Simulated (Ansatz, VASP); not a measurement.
Two plane-wave programs on SiO2

```
CELL_PARAMETERS angstrom
-2.37405 2.37405 3.74400
2.37405 -2.37405 3.74400
2.37405 2.37405 -3.74400
ATOMIC_POSITIONS crystal
Si 0.00000 0.00000 0.00000
Si 0.75000 0.25000 0.50000
O 0.99838 0.62500 0.87338
O 0.37500 0.24838 0.37338
O 0.75162 0.12500 0.12662
O 0.87500 0.00162 0.62662
```

Alike in both runs: task single point; functional BLYP; k mesh 6 × 6 × 6; occupations fermi-dirac, width 0.05 eV; no spin polarisation.

|  | VASP | Ansatz |
| --- | --- | --- |
| version | VASP 6.6.1 | Ansatz 0.2.0 |
| potentials or method | VASP PAW PBE potentials, release 64 (Si, O) | plane waves, PAW |
| plane-wave cutoff (eV) | 520 | 420 |
| valence electrons in the cell | 32 | 32 |

VASP gave:

| Item | Value |
| --- | --- |
| pressure (GPa) | 5.6 |
| traceless stress, the component that is largest in VASP (GPa) | -1.16 |

Problem. Which values does Ansatz return?

Solution. Pressure (GPa): 4.8; traceless stress, the component that is largest in VASP (GPa): -1.22.

VASP's potentials were made for PBE, not for BLYP.
